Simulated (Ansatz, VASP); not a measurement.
**One calculation of TiSi, two programs**

Contents of INCAR:

```
PREC     = Accurate       # precision mode
ENCUT    = 500            # plane-wave cutoff, eV
EDIFF    = 1E-6           # SCF threshold, eV
ISMEAR   = 0              # smearing method
SIGMA    = 0.05           # smearing width, eV
LREAL    = False          # projectors in reciprocal space
LASPH    = True           # aspherical terms in the spheres
NELM     = 120            # most SCF steps
ALGO     = Normal         # electronic algorithm
ISIF     = 2              # what is computed and relaxed
LWAVE    = False          # write WAVECAR
LCHARG   = True           # write CHGCAR
GGA      = CA             # functional
LELF     = True           # ELF
LVHAR    = True         
NBANDS   = 15             # bands
GGA_COMPAT= False
```

Contents of KPOINTS:

```
regular mesh
0
Gamma
  6 6 6
```

Contents of POSCAR:

```
TiSi
1.0
    0.0000000000      2.5082226289      2.5082226289
    2.5082226289      0.0000000000      2.5082226289
    2.5082226289      2.5082226289      0.0000000000
Ti Si
1 1
Direct
    0.0000000000      0.0000000000      0.0000000000
    0.5000000000      0.5000000000      0.5000000000
```

Input for Ansatz:

```yaml
crystal:
  lattice:
    - [0.0, 2.5082226289, 2.5082226289]
    - [2.5082226289, 0.0, 2.5082226289]
    - [2.5082226289, 2.5082226289, 0.0]
  atoms:
    - { symbol: Ti, position: [0.0, 0.0, 0.0] }
    - { symbol: Si, position: [0.5, 0.5, 0.5] }
basis:
  ecutwfc: 420
kpoints:
  mp_grid: { grid: [6, 6, 6] }
hamiltonian:
  xc: lda
scf:
  occupations: { method: gaussian, width: 0.05 }
output:
  forces: true
  stress: true
  eigenvalues: true
```

Alike in both runs: task single point; functional LDA; k mesh 6 × 6 × 6; occupations gaussian, width 0.05 eV; no spin polarisation.

|  | VASP | Ansatz |
| --- | --- | --- |
| version | VASP 6.6.1 | Ansatz 0.2.0 |
| potentials or method | VASP PAW LDA potentials, release 64 (Ti_sv, Si), cutoff 500 eV | scalar-relativistic, plane waves, PAW |
| valence electrons in the cell | 16 | 16 |

Ansatz gave:

```
gap on the k mesh at the Fermi level (eV) : none
pressure (GPa)                            : -2.1
```

**Question.** Which values does VASP return?

**Answer.** gap on the k mesh at the Fermi level (eV): none; pressure (GPa): -2.0.

LDA's correlation is that of Perdew and Zunger in VASP and of Perdew and Wang (1992) in Ansatz. A gap of «none» marks a metal or a gap that the smearing closes.

The k mesh is coarse, so the values compare programs but aren't converged.
